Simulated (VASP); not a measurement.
A run of VASP 6.6.1:

INCAR

```
ALGO = Normal ; EDIFF = 1E-6
ENCUT = 520 ; GGA = PE
ISIF = 2 ; ISMEAR = 0
LASPH = T ; LCHARG = T
LELF = T ; LREAL = F
LVHAR = T ; LWAVE = F
NBANDS = 11 ; NELM = 60
PREC = Accurate ; SIGMA = 0.1
```

The input KPOINTS:

```
k-points
0
Gamma
  6 6 4
```

File POSCAR:

```
MgH
1.0
    3.1896649782      0.0000000000      0.0000000000
   -1.5948324891      2.7623309006      0.0000000000
    0.0000000000      0.0000000000      5.2287822010
Mg H
2 2
Direct
    0.3333333333      0.6666666667      0.2500000000
    0.6666666667      0.3333333333      0.7500000000
    0.0000000000      0.0000000000      0.0000000000
    0.0000000000      0.0000000000      0.5000000000
```

Potentials or basis: VASP PAW PBE potentials, release 64 (Mg, H).

Run with:

```console
$ cat potpaw_PBE.64/Mg/POTCAR potpaw_PBE.64/H/POTCAR > POTCAR
$ mpirun -np 1 vasp_std > vasp.out
```

Hardware: 1 thread of Intel(R) Xeon(R) 6975P-C (Granite Rapids), on a shared host.

Q: How long does it take, and how much memory?

A: Wall time 4.8 s on 1 thread of Intel(R) Xeon(R) 6975P-C (Granite Rapids), with other jobs on the host, peak memory 0.16 GiB. Counts: scf iterations 12, k points 21.
